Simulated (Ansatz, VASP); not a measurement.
## Two plane-wave programs on Ta

Contents of INCAR:

```
  ALGO = Normal
  EDIFF = 1E-8
  ENCUT = 520
  GGA = CA
  ISIF = 2
  ISMEAR = -1
  LASPH = True
  LCHARG = False
  LEFG = True
  LREAL = False
  LWAVE = False
  NBANDS = 12
  NELM = 60
  PREC = Accurate
  SIGMA = 0.05
```

The input KPOINTS:

```
k-points
0
Gamma
  14 14 14
```

The input POSCAR:

```
Ta
1.0
   -1.6549278069      1.6549278069      1.6549278069
    1.6549278069     -1.6549278069      1.6549278069
    1.6549278069      1.6549278069     -1.6549278069
Ta
1
Direct
    0.0000000000      0.0000000000      0.0000000000
```

Input for Ansatz:

```yaml
crystal:
  lattice:
    - [-1.6549278069, 1.6549278069, 1.6549278069]
    - [1.6549278069, -1.6549278069, 1.6549278069]
    - [1.6549278069, 1.6549278069, -1.6549278069]
  atoms:
    - { symbol: Ta, position: [0.0, 0.0, 0.0] }
kpoints:
  mp_grid: { grid: [14, 14, 14] }
  band_path:
    path:
      - [0.0, 0.0, 0.0]
      - [0.5, -0.5, 0.5]
      - [0.0, 0.0, 0.5]
      - [0.0, 0.0, 0.0]
      - [0.25, 0.25, 0.25]
      - [0.5, -0.5, 0.5]
      - [0.25, 0.25, 0.25]
      - [0.0, 0.0, 0.5]
    npoints: 8
scf:
  occupations: { method: fermi_dirac, width: 0.05 }
hamiltonian:
  xc: lda
  pseudopotentials: { kind: paw }
output:
  forces: true
  stress: true
  eigenvalues: true
  efg: { contact_densities: true }
  populations: true
  bader: true
  dos: { projected: true, de: 0.2, e_range: [-14, 8] }
```

Alike in both runs: task electric field gradients; functional LDA; k mesh 14 × 14 × 14; occupations fermi-dirac, width 0.05 eV; no spin polarisation.

```csv
,VASP,Ansatz
version,VASP 6.6.1,Ansatz 0.2.0
potentials or method,"VASP PAW LDA potentials, release 64 (Ta_pv)","PAW with Ansatz's default frozen-core files, scalar-relativistic"
plane-wave cutoff (eV),520,420
valence electrons in the cell,11,13
```

```csv
,VASP,Ansatz,Ansatz less VASP
pressure (GPa),-9.3,-10.1,-0.74
```

LDA's correlation is that of Perdew and Zunger in VASP and of Perdew and Wang (1992) in Ansatz. VASP's potentials hold 11 valence electrons a cell and Ansatz's 13, so a difference there can come from the potentials and not from the codes.

Spin-orbit coupling is off throughout.
